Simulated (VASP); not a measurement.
# Ni (Fm-3m) in VASP: further runs, part 2 of 3

VASP 6.6.1.

## (3) Single point, BLYP, collinear spin, ferromagnetic start (10.07 Å³/atom)

This run uses another cell than the first one, of 10.07 Å³/atom.

The input, INCAR:

```
SYSTEM = Ni
PREC     = Accurate       ! precision mode
ENCUT    = 520            ! plane-wave cutoff, eV
EDIFF    = 1E-6           ! SCF threshold, eV
ISMEAR   = -1             ! smearing method
SIGMA    = 0.05           ! smearing width, eV
LREAL    = .False.        ! projectors in reciprocal space
LASPH    = .True.         ! aspherical terms in the spheres
NELM     = 150            ! most SCF steps
ALGO     = Normal         ! electronic algorithm
ISIF     = 2              ! what is computed and relaxed
LWAVE    = .False.        ! write WAVECAR
LCHARG   = .False.        ! write CHGCAR
ISPIN    = 2              ! spin polarisation
MAGMOM   = 0.657          ! initial moments
LORBIT   = 11             ! projections on sites
LMAXMIX  = 4              ! l up to which the mixer works
GGA      = B5             ! functional
ALDAX    = 1.0          
AGGAX    = 1.0          
AGGAC    = 1.0          
ALDAC    = 0.0          
NBANDS   = 15             ! bands
```

The input, KPOINTS:

```
regular mesh
0
Gamma
  25 25 25
  0 0 0
```

The input, POSCAR:

```
Ni
1.0
    0.0000000000      1.7140646709      1.7140646709
    1.7140646709      0.0000000000      1.7140646709
    1.7140646709      1.7140646709      0.0000000000
Ni
1
Direct
    0.0000000000      0.0000000000      0.0000000000
```

Potentials or basis: VASP PAW PBE potentials, release 64 (Ni).

Run with:

```sh
$ cat potpaw_PBE.64/Ni/POTCAR > POTCAR
$ mpirun -np 1 vasp_std > vasp.out
```

OUTCAR:

```text
SYSTEM = Ni
   PREC = Accurate
   ENCUT = 520
   EDIFF = 1E-6
   ISMEAR = -1
   LREAL = .False.
   LASPH = .True.
   NELM = 150
   ISIF = 2
   ISPIN = 2
   LORBIT = 11
   GGA = B5

 ion  position               nearest neighbor table
   1  0.000  0.000  0.000-

  LATTYP: Found a face centered cubic cell.
 ALAT       =     3.4281293418

  Lattice vectors:

 A1 = (   0.0000000000,   1.7140646709,   1.7140646709)
 A2 = (   1.7140646709,   0.0000000000,   1.7140646709)
 A3 = (   1.7140646709,   1.7140646709,   0.0000000000)

Analysis of symmetry for initial positions (statically):
=====================================================================
 Subroutine PRICEL returns:
 Original cell was already a primitive cell.

 Routine SETGRP: Setting up the symmetry group for a
 face centered cubic supercell.

 Subroutine GETGRP returns: Found 48 space group operations
 (whereof 48 operations were pure point group operations)
 out of a pool of 48 trial point group operations.

The static configuration has the point symmetry O_h .

Analysis of symmetry for dynamics (positions and initial velocities):
=====================================================================
 Subroutine PRICEL returns:
 Original cell was already a primitive cell.

 Routine SETGRP: Setting up the symmetry group for a
 face centered cubic supercell.

 Subroutine GETGRP returns: Found 48 space group operations
 (whereof 48 operations were pure point group operations)
 out of a pool of 48 trial point group operations.

The dynamic configuration has the point symmetry O_h .

Analysis of structural, dynamic, and magnetic symmetry:
=====================================================================
 Subroutine PRICEL returns:
 Original cell was already a primitive cell.

 Routine SETGRP: Setting up the symmetry group for a
 face centered cubic supercell.

 Subroutine GETGRP returns: Found 48 space group operations
 (whereof 48 operations were pure point group operations)
 out of a pool of 48 trial point group operations.

The overall configuration has the point symmetry O_h .

[... 154 lines left out ...]

 k-point     1 :       0.0000    0.0000    0.0000
  band No.  band energies     occupation
      1       1.5853      1.00000
      2       8.3632      1.00000
      3       8.3632      1.00000
      4       8.3632      1.00000
      5       9.6584      1.00000
      6       9.6584      1.00000
      7      35.7122      0.00000
      8      39.9277      0.00000
      9      39.9277      0.00000
     10      39.9277      0.00000
     11      43.2343      0.00000
     12      43.2343      0.00000
     13      43.2343      0.00000
     14      46.3977      0.00000
[... 403 lines left out ...]
      4       9.5937      1.00000
      5      10.3836      0.99999
      6      10.7027      0.99556
      7      18.5996      0.00000
      8      34.1505      0.00000
      9      36.0242      0.00000
     10      37.0324      0.00000
     11      40.6545      0.00000
     12      41.4165      0.00000
     13      46.8522      0.00000
     14      55.1940      0.00000
     15      56.7744      0.00000

 [... further k-points ...]

 spin component 2

 k-point     1 :       0.0000    0.0000    0.0000
  band No.  band energies     occupation
      1       1.5823      1.00000
      2       9.0621      1.00000
      3       9.0621      1.00000
      4       9.0621      1.00000
      5      10.1905      1.00000
      6      10.1905      1.00000
      7      35.6048      0.00000
      8      39.9312      0.00000
      9      39.9312      0.00000
     10      39.9312      0.00000
     11      43.3702      0.00000
     12      43.3702      0.00000
     13      43.3702      0.00000
     14      46.3355      0.00000
[... 403 lines left out ...]
      4       9.8653      1.00000
      5      11.0775      0.11074
      6      11.2376      0.00504
      7      18.9317      0.00000
      8      34.0771      0.00000
      9      36.1247      0.00000
     10      37.1348      0.00000
     11      40.7175      0.00000
     12      41.4867      0.00000
     13      47.0012      0.00000
     14      55.9084      0.00000
     15      57.4710      0.00000

 [... further k-points ...]
[... 5 lines left out ...]
  --------------------------------------------------------------------------------------
  -------------------------------------------------------------------------------------
  Total        1.8583242      1.8583242      1.8583242      0.0000000      0.0000000      0.0000000
  in kB      295.6109034    295.6109034    295.6109034      0.0000000      0.0000000      0.0000000
  external PRESSURE =     295.6109034 kB  Pullay stress =       0.0000000 kB

 VOLUME and BASIS-vectors are now :
 -----------------------------------------------------------------------------
  energy-cutoff  :      520.00
  volume of cell :       10.07
      direct lattice vectors                 reciprocal lattice vectors
     0.000000000  1.714064671  1.714064671    -0.291704280  0.291704280  0.291704280
     1.714064671  0.000000000  1.714064671     0.291704280 -0.291704280  0.291704280
     1.714064671  1.714064671  0.000000000     0.291704280  0.291704280 -0.291704280

 POSITION                                       TOTAL-FORCE (eV/Angst)
 -----------------------------------------------------------------------------------
      0.00000      0.00000      0.00000         0.000000     -0.000000     -0.000000
 -----------------------------------------------------------------------------------
    total drift:                                0.000000     -0.000000     -0.000000

  FREE ENERGIE OF THE ION-ELECTRON SYSTEM (eV)
  ---------------------------------------------------
  free  energy   TOTEN  =        -4.5022053759 eV

  energy  without entropy=       -4.4892762739  energy(sigma->0) =       -4.49574082

 total charge

# of ion       s       p       d       tot
------------------------------------------
    1        0.534   0.555   8.408   9.496

 magnetization (x)

# of ion       s       p       d       tot
------------------------------------------
    1       -0.006  -0.023   0.623   0.593
```

OSZICAR:

```text
N       E                     dE             d eps       ncg     rms          rms(c)
DAV:   1     0.344072899399E+02    0.34407E+02   -0.41693E+03 29189   0.875E+02
DAV:   2    -0.394597570391E+01   -0.38353E+02   -0.35669E+02 30604   0.165E+02
DAV:   3    -0.538274630151E+01   -0.14368E+01   -0.14253E+01 33565   0.314E+01
DAV:   4    -0.539010196941E+01   -0.73557E-02   -0.73547E-02 34088   0.215E+00
DAV:   5    -0.539016538146E+01   -0.63412E-04   -0.63410E-04 34612   0.178E-01    0.100E+01
DAV:   6    -0.474445140794E+01    0.64571E+00   -0.10357E+01 39506   0.360E+01    0.488E+00
DAV:   7    -0.452166996579E+01    0.22278E+00   -0.15692E+00 34988   0.129E+01    0.210E+00
DAV:   8    -0.450441363640E+01    0.17256E-01   -0.19731E-02 37501   0.983E-01    0.883E-01
DAV:   9    -0.450254767127E+01    0.18660E-02   -0.12487E-03 45155   0.215E-01    0.238E-01
DAV:  10    -0.450221693289E+01    0.33074E-03   -0.29099E-04 43770   0.947E-02    0.399E-02
DAV:  11    -0.450220372925E+01    0.13204E-04   -0.38155E-05 42084   0.388E-02    0.287E-02
DAV:  12    -0.450220519636E+01   -0.14671E-05   -0.11803E-06 30861   0.997E-03    0.656E-03
DAV:  13    -0.450220537593E+01   -0.17958E-06   -0.36990E-07 23198   0.593E-03
   1 F= -.45022054E+01 E0= -.44957408E+01  d E =-.129291E-01  mag=     0.5910
```

stdout:

```text
POSCAR found type information on POSCAR Ni
 POSCAR found :  1 types and       1 ions
 scaLAPACK will be used
 -----------------------------------------------------------------------------
|                                                                             |
|                                                                             |
|     You enforced a specific xc type in the INCAR file but a different       |
|     I HOPE YOU KNOW WHAT YOU ARE DOING!                                     |
|                                                                             |
 -----------------------------------------------------------------------------

 LDA part: xc-table for (Slater(with rela. corr.)+VWN5), standard interpolation
 POSCAR, INCAR and KPOINTS ok, starting setup
 FFT: planning ... GRIDC
 FFT: planning ... GRID_SOFT
 FFT: planning ... GRID
 WAVECAR not read
 entering main loop
```

Wall time 2.4 min (1 thread of Intel Xeon Platinum 8259CL at 2.50GHz (Skylake/Cascade Lake), shared host); peak memory 0.21 GiB.

What came out:

```
Free energy                                           : -4.5022 eV
Pressure                                              : 29.6 GPa
Net moment                                            : 0.59 μB per cell
Site moments                                          : Ni +0.59 μB
Valence electrons inside the program's atomic spheres : Ni 9.50
```

Levels at points of the mesh, in eV from the Fermi level:
Spin up:
```csv
k point,band 2,band 3,band 4,band 5,band 6,band 7,band 8,band 9
"(0.00, 0.00, 0.00)",-2.61,-2.61,-2.61,-1.31,-1.31,24.74,28.95,28.95
```
Spin down:
| k point | band 1 | band 2 | band 3 | band 4 | band 5 | band 6 | band 7 | band 8 | band 9 | band 10 |
| --- | --- | --- | --- | --- | --- | --- | --- | --- | --- | --- |
| (0.00, 0.00, 0.00) | -9.39 | -1.91 | -1.91 | -1.91 | -0.78 | -0.78 | 24.63 | 28.96 | 28.96 | 28.96 |

Caveat: the cell stands under pressure; the PAW data sets were made with another functional, which shifts forces and pressure a little.

## (4) Single point, BLYP, collinear spin, ferromagnetic start (10.53 Å³/atom)

This run uses another cell than the first one, of 10.53 Å³/atom.

The input, INCAR:

```
  AGGAC = 1.0
  AGGAX = 1.0
  ALDAC = 0.0
  ALDAX = 1.0
  ALGO = Normal
  EDIFF = 1E-7
  ENCUT = 520
  GGA = B5
  ISIF = 2
  ISMEAR = -1
  ISPIN = 2
  LASPH = True
  LCHARG = True
  LELF = True
  LMAXMIX = 4
  LORBIT = 11
  LREAL = False
  LVHAR = True
  LWAVE = False
  MAGMOM = 0.657
  NBANDS = 15
  NELM = 150
  PREC = Accurate
  SIGMA = 0.05
```

The input, KPOINTS:

```
k-points
0
Gamma
  25 25 25
```

The input, POSCAR:

```
Ni
1.0
    0.0000000000      1.7396514980      1.7396514980
    1.7396514980      0.0000000000      1.7396514980
    1.7396514980      1.7396514980      0.0000000000
Ni
1
Direct
    0.0000000000      0.0000000000      0.0000000000
```

Run with:

```sh
$ cat potpaw_PBE.64/Ni/POTCAR > POTCAR
$ mpirun -np 1 vasp_std > vasp.out
```

Wall time 2.6 min (1 thread of Intel Xeon Platinum 8259CL at 2.50GHz (Skylake/Cascade Lake), shared host); peak memory 0.21 GiB.

It converged, with:

```yaml
Free_energy: -4.5687 eV
Pressure: 17.3 GPa
Net_moment: 0.60 μB per cell
Site_moments: Ni +0.60 μB
Valence_electrons_inside_the_program's_atomic_spheres: Ni 9.41
```

Levels at points of the mesh, in eV from the Fermi level:
Spin up:
```tsv
k point	band 1	band 2	band 3	band 4	band 5	band 6	band 7	band 8	band 9	band 10
(0.00, 0.00, 0.00)	-9.07	-2.49	-2.49	-2.49	-1.27	-1.27	24.37	28.21	28.21	28.21
```
Spin down:
```
           k point  band 3  band 4  band 5  band 6  band 7  band 8
(0.00, 0.00, 0.00)   -1.78   -1.78   -0.74   -0.74   24.25   28.22
```

Caveat: the cell stands under pressure; the PAW data sets were made with another functional, which shifts forces and pressure a little.

## (5) Single point, BLYP, collinear spin, ferromagnetic start (10.99 Å³/atom)

This run uses another cell than the first one, of 10.99 Å³/atom.

The input, INCAR:

```
AGGAC = 1.0
AGGAX = 1.0
ALDAC = 0.0
ALDAX = 1.0
ALGO = Normal
EDIFF = 1E-7
ENCUT = 520
GGA = B5
ISIF = 2
ISMEAR = -1
ISPIN = 2
LASPH = True
LCHARG = False
LMAXMIX = 4
LORBIT = 11
LREAL = False
LWAVE = False
MAGMOM = 0.657
NBANDS = 15
NELM = 150
PREC = Accurate
SIGMA = 0.05
```

KPOINTS is that of step 4.

The input, POSCAR:

```
Ni
1.0
    0.0000000000      1.7645070204      1.7645070204
    1.7645070204      0.0000000000      1.7645070204
    1.7645070204      1.7645070204      0.0000000000
Ni
1
Direct
    0.0000000000      0.0000000000      0.0000000000
```

Potentials or basis: VASP PAW PBE potentials, release 64 (Ni).

Run with:

```sh
$ cat potpaw_PBE.64/Ni/POTCAR > POTCAR
$ mpirun -np 1 vasp_std > vasp.out
```

OUTCAR:

```text
EDIFF = 1E-7
   ENCUT = 520
   GGA = B5
   ISIF = 2
   ISMEAR = -1
   ISPIN = 2
   LASPH = True
   LORBIT = 11
   LREAL = False
   NELM = 150
   PREC = Accurate

 ion  position               nearest neighbor table
   1  0.000  0.000  0.000-

  LATTYP: Found a face centered cubic cell.
 ALAT       =     3.5290140408

  Lattice vectors:

 A1 = (   0.0000000000,   1.7645070204,   1.7645070204)
 A2 = (   1.7645070204,   0.0000000000,   1.7645070204)
[... 1064 lines left out ...]
 [... further k-points ...]
[... 5 lines left out ...]
  --------------------------------------------------------------------------------------
  -------------------------------------------------------------------------------------
  Total        0.5281784      0.5281784      0.5281784      0.0000000      0.0000000      0.0000000
  in kB       77.0177953     77.0177953     77.0177953      0.0000000      0.0000000      0.0000000
  external PRESSURE =      77.0177953 kB  Pullay stress =       0.0000000 kB

 VOLUME and BASIS-vectors are now :
 -----------------------------------------------------------------------------
  energy-cutoff  :      520.00
  volume of cell :       10.99
      direct lattice vectors                 reciprocal lattice vectors
     0.000000000  1.764507020  1.764507020    -0.283365265  0.283365265  0.283365265
     1.764507020  0.000000000  1.764507020     0.283365265 -0.283365265  0.283365265
     1.764507020  1.764507020  0.000000000     0.283365265  0.283365265 -0.283365265

 POSITION                                       TOTAL-FORCE (eV/Angst)
 -----------------------------------------------------------------------------------
      0.00000      0.00000      0.00000        -0.000000      0.000000      0.000000
 -----------------------------------------------------------------------------------
    total drift:                                0.000000      0.000000      0.000000

  FREE ENERGIE OF THE ION-ELECTRON SYSTEM (eV)
  ---------------------------------------------------
  free  energy   TOTEN  =        -4.6039772233 eV

  energy  without entropy=       -4.5898158489  energy(sigma->0) =       -4.59689654

 total charge

# of ion       s       p       d       tot
------------------------------------------
    1        0.496   0.475   8.365   9.336

 magnetization (x)

# of ion       s       p       d       tot
------------------------------------------
    1       -0.006  -0.023   0.642   0.613
```

OSZICAR:

```text
N       E                     dE             d eps       ncg     rms          rms(c)
DAV:   1     0.343942956832E+02    0.34394E+02   -0.42028E+03 28853   0.850E+02
DAV:   2    -0.397031214082E+01   -0.38365E+02   -0.35687E+02 30667   0.163E+02
DAV:   3    -0.548573445408E+01   -0.15154E+01   -0.14961E+01 33789   0.317E+01
DAV:   4    -0.549524330656E+01   -0.95089E-02   -0.95074E-02 33369   0.238E+00
DAV:   5    -0.549536020370E+01   -0.11690E-03   -0.11690E-03 34298   0.236E-01    0.921E+00
DAV:   6    -0.492431646800E+01    0.57104E+00   -0.12117E+01 39770   0.379E+01    0.547E+00
DAV:   7    -0.461954846243E+01    0.30477E+00   -0.21430E+00 36393   0.145E+01    0.175E+00
DAV:   8    -0.460661669370E+01    0.12932E-01   -0.19429E-02 33367   0.919E-01    0.837E-01
DAV:   9    -0.460441213129E+01    0.22046E-02   -0.16348E-03 44306   0.248E-01    0.236E-01
DAV:  10    -0.460398500222E+01    0.42713E-03   -0.48519E-04 43995   0.125E-01    0.347E-02
DAV:  11    -0.460397542504E+01    0.95772E-05   -0.40902E-05 41977   0.421E-02    0.299E-02
DAV:  12    -0.460397702506E+01   -0.16000E-05   -0.11869E-06 34945   0.955E-03    0.890E-03
DAV:  13    -0.460397725340E+01   -0.22834E-06   -0.40703E-07 36029   0.656E-03    0.333E-03
DAV:  14    -0.460397722326E+01    0.30142E-07   -0.19390E-08 26804   0.139E-03
   1 F= -.46039772E+01 E0= -.45968965E+01  d E =-.141614E-01  mag=     0.6036
```

Wall time 2.7 min (1 thread of Intel Xeon Platinum 8259CL at 2.50GHz (Skylake/Cascade Lake), shared host); peak memory 0.22 GiB.

Results:

- Free energy: -4.6040 eV
- Pressure: 7.7 GPa
- Net moment: 0.60 μB per cell
- Site moments: Ni +0.61 μB
- Valence electrons inside the program's atomic spheres: Ni 9.34

Caveat: the cell stands under pressure; the PAW data sets were made with another functional, which shifts forces and pressure a little.

[end of part 2 of 3]
